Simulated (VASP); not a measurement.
Ga5Sb3As2, 10 atoms in the cell. The structure is tetragonal, space group I-4m2 (No. 119). Conventional cell: a = 4.266 Å, b = 4.266 Å, c = 30.112 Å, α = 90.00°, β = 90.00°, γ = 90.00°. Within 3.4 Å of Ga (site symmetry 2mm) lie 2 As at 2.54 Å and 2 Sb at 2.66 Å. Within 3.4 Å of Ga (site symmetry -4m2) lie 4 As at 2.54 Å. Within 3.5 Å of Ga (site symmetry 2mm) lie 4 Sb at 2.66 Å. Sb (site symmetry 2mm) has 4 Ga at 2.66 Å within 3.5 Å. Within 3.5 Å of Sb (site symmetry -4m2) lie 4 Ga at 2.66 Å. Within 3.4 Å of As (site symmetry 2mm) lie 4 Ga at 2.54 Å. 

| Item | Value |
| --- | --- |
| Program | VASP 6.6.1 |
| Task | single point |
| Functional | PBE |
| Potentials or basis | VASP PAW PBE potentials, release 64 (Ga_d, Sb, As) |
| Cutoff | 520 eV |
| k mesh | 6 × 6 × 6 |
| Occupations | gaussian, width 0.1 eV |
| Spin | no spin polarisation |
| Dipole correction | no |
| Further INCAR settings | ALGO = Normal; EDIFF = 1e-06; NBANDS = 56 |

Potentials or basis: VASP PAW PBE potentials, release 64 (Ga_d, Sb, As).

Launch:

```bash
$ cat potpaw_PBE.64/Ga_d/POTCAR potpaw_PBE.64/Sb/POTCAR potpaw_PBE.64/As/POTCAR > POTCAR
$ mpirun -np 1 vasp_std > vasp.out
```

Hardware: 1 thread of Intel(R) Xeon(R) 6975P-C (Granite Rapids), with other jobs on the host.

Problem. How long does it take, and how much memory?

Solution. Run time: 59 min on 1 thread of Intel(R) Xeon(R) 6975P-C (Granite Rapids) (shared host), peak memory 2.6 GiB. Counts: scf iterations 15, k points 30.
